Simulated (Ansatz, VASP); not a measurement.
**Two plane-wave programs on Si**

```
Si
1.0
     7.67511    0.00000    0.00000
     3.83755    6.64684    0.00000
     3.83755    2.21561    6.26670
Si
16
Direct
  0.37500 0.37500 0.37500
  0.25000 0.25000 0.25000
  0.37500 0.37500 0.87500
  0.25000 0.25000 0.75000
  0.37500 0.87500 0.37500
  0.25000 0.75000 0.25000
  0.37500 0.87500 0.87500
  0.25000 0.75000 0.75000
  0.87500 0.37500 0.37500
  0.75000 0.25000 0.25000
  0.87500 0.37500 0.87500
  0.75000 0.25000 0.75000
  0.87500 0.87500 0.37500
  0.75000 0.75000 0.25000
  0.87500 0.87500 0.87500
  0.75000 0.75000 0.75000
```

Alike in both runs: task single point; functional LDA; k mesh 2 × 2 × 2; no spin polarisation.

|  | VASP | Ansatz |
| --- | --- | --- |
| version | VASP 6.6.1 | Ansatz 0.2.0 |
| potentials or method | VASP PAW LDA potentials, release 64 (Si), cutoff 500 eV | plane waves, PAW |
| occupations | gaussian, width 0.01 eV | fixed |
| valence electrons in the cell | 64 | 64 |

```tsv
	VASP	Ansatz	Ansatz less VASP
gap on the k mesh at the Fermi level (eV)	0.57	0.57	+0.003
```

LDA's correlation is that of Perdew and Zunger in VASP and of Perdew and Wang (1992) in Ansatz.

The k mesh is coarse, so the values compare programs but aren't converged.
